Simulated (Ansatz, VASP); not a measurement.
## InP in VASP and in Ansatz

```xyz
2
Lattice="0.0000 2.7688 2.7688 2.7688 0.0000 2.7688 2.7688 2.7688 0.0000" Properties=species:S:1:pos:R:3 pbc="T T T"
In    0.0000    0.0000    0.0000
P     2.7688    2.7688    2.7688
```

Alike in both runs: functional revPBE; k mesh 8 × 8 × 8; occupations fermi-dirac, width 0.05 eV; no spin polarisation.

|  | VASP | Ansatz |
| --- | --- | --- |
| version | VASP 6.6.1 | Ansatz 0.2.0 |
| potentials or method | VASP PAW PBE potentials, release 64 (In_d, P) | Ansatz PAW |
| plane-wave cutoff (eV) | 520 | 420 |
| valence electrons in the cell | 18 | 18 |
| task | single point | band structure |

VASP gave:

| Item | Value |
| --- | --- |
| gap on the k mesh at the Fermi level (eV) | none |
| pressure (GPa) | 1.2 |

Question: Which values does Ansatz return?

Answer: gap on the k mesh at the Fermi level (eV): none; pressure (GPa): 1.3.

VASP's potentials were made for PBE, not for revPBE. A gap of «none» marks a metal or a gap that the smearing closes. The functional is the same, so the differences come from potentials, cutoffs and numerics.
